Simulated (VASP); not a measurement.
Wanted: the native input for a VASP 6.6.1 run.

* Task: relaxation of cell and atoms
* Functional: r2SCAN
* Potentials or basis: VASP PAW PBE potentials, release 64 (Sb)
* Cutoff: 550 eV
* k mesh: 6 × 6 × 6
* Occupations: fermi-dirac, width 0.1 eV
* Spin: no spin polarisation
* Target pressure: 20 GPa
* Dipole correction: no
* Further INCAR settings: ALGO = Normal; EDIFF = 1e-07; IBRION = 2; EDIFFG = -0.02; NSW = 80; ISIF = 3

The system is Sb.

```
Sb
1.0
     0.00000    3.40000    3.40000
     3.40000    0.00000    3.40000
     3.40000    3.40000    0.00000
Sb
2
Direct
  0.00000 0.00000 0.00000
  0.25000 0.25000 0.25000
```

This isn't the form of Sb at room conditions, which is rhombohedral.

One way to write it, as run:

POSCAR

```
Sb
1.0
    0.0000000000      3.4000000000      3.4000000000
    3.4000000000      0.0000000000      3.4000000000
    3.4000000000      3.4000000000      0.0000000000
Sb
2
Direct
    0.0000000000      0.0000000000      0.0000000000
    0.2500000000      0.2500000000      0.2500000000
```

INCAR.step1

```
  PREC = Accurate
  ENCUT = 550
  ISMEAR = -1
  SIGMA = 0.1
  LREAL = F
  LASPH = T
  NELM = 120
  GGA = PE
  ALGO = Normal
  EDIFF = 1E-5
  LWAVE = T
  LCHARG = F
  GGA_COMPAT = F
  IBRION = 2
  ISIF = 3
  EDIFFG = -0.005
  NELMIN = 4
  NSW = 100
```

INCAR.step2

```
  PREC = Accurate
  ENCUT = 550
  EDIFF = 1E-7
  ISMEAR = -1
  SIGMA = 0.1
  LREAL = F
  LASPH = T
  NELM = 120
  ALGO = Normal
  ISIF = 3
  LWAVE = F
  LCHARG = F
  METAGGA = R2SCAN
  LMIXTAU = T
  IBRION = 2
  NSW = 80
  EDIFFG = -0.02
  PSTRESS = 200.0
  ISTART = 1
  GGA_COMPAT = F
  NELMIN = 4
```

KPOINTS

```
Automatic mesh
0
Gamma
  6 6 6
```

Potentials or basis: VASP PAW PBE potentials, release 64 (Sb).

Run with:

```sh
$ cat potpaw_PBE.64/Sb/POTCAR > POTCAR
$ cp INCAR.step1 INCAR
$ mpirun -np 1 vasp_std > vasp.out
$ cp INCAR.step2 INCAR
$ mpirun -np 1 vasp_std > vasp.out
```

It gave:

The relaxed volume is 30.73 Å³/atom, the relaxed cell is a = 4.429 Å, b = 4.429 Å, c = 4.429 Å, α = 60.00°, β = 60.00°, γ = 60.00° and the space group after relaxing (to 0.1 Å) is Fd-3m (No. 227). The energy change on relaxing (the run minimises the enthalpy) is +529.7 meV/atom, the ionic steps are 5 and the pressure after relaxing is 20.0 GPa. The band gap on the k mesh is zero (bands 5 and 6 overlap by 1.46 eV).

Caveat: the cell is relaxed towards a set pressure, so the run minimises the enthalpy, not the energy; the volume moved by over 15 % at a fixed basis, so the end points are rough; the PAW data sets were made with another functional, which shifts forces and pressure a little; spin-orbit coupling is left out, which moves the levels of the heavy elements.

Run time: 5.9 min on 1 thread of Intel(R) Xeon(R) Platinum 8488C (Sapphire Rapids), on a shared host, peak memory 0.26 GiB.
